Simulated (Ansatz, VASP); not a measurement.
# LaH3Pd in VASP and in Ansatz

```
Pd H La
1.0
     3.75902    0.00000    0.00000
     0.00000    3.75902    0.00000
     0.00000    0.00000    3.75902
Pd H La
1 3 1
Direct
  0.00000 0.00000 0.00000
  0.50000 0.00000 0.00000
  0.00000 0.50000 0.00000
  0.00000 0.00000 0.50000
  0.50000 0.50000 0.50000
```

Alike in both runs: task single point; functional r2SCAN; k mesh 9 × 9 × 9; non-collinear spin, spin-orbit coupling.

|  | VASP | Ansatz |
| --- | --- | --- |
| version | VASP 6.6.1 | Ansatz 0.2.0 |
| potentials or method | VASP PAW PBE potentials, release 64 (Pd, H, La), cutoff 520 eV | PAW plane waves |
| occupations | fermi-dirac, width 0.1 eV | fermi-dirac |
| valence electrons in the cell | 24 | 32 |

|  | VASP | Ansatz | Ansatz less VASP |
| --- | --- | --- | --- |
| pressure (GPa) | 7.5 | 7.6 | +0.09 |

VASP's potentials were made for PBE, not for r2SCAN. VASP's potentials hold 24 valence electrons a cell and Ansatz's 32, so a difference there can come from the potentials and not from the codes.
